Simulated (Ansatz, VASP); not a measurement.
# One calculation of La, two programs

```
La
1.0
     3.75424    0.00000    0.00000
    -1.87712    3.25126    0.00000
     0.00000    0.00000    6.13067
La
2
Direct
  0.33333 0.66667 0.25000
  0.66667 0.33333 0.75000
```

Alike in both runs: task relaxation of cell and atoms; functional PBE; k mesh 10 × 10 × 5; occupations fermi-dirac, width 0.1 eV; no spin polarisation.

```csv
,VASP,Ansatz
version,VASP 6.6.1,Ansatz 0.2.0
potentials or method,"VASP PAW PBE potentials, release 64 (La), cutoff 600 eV","plane waves (420 eV) with PAW, scalar-relativistic"
valence electrons in the cell,22,22
```

|  | VASP | Ansatz | Ansatz less VASP |
| --- | --- | --- | --- |
| relaxed volume (Å³/atom) | 37.96 | 37.86 | -0.094 |
| relaxed length of the cell vector where the two differ most in proportion (Å) | 6.117 | 6.109 | -0.0082 |

Spin-orbit coupling is off throughout.
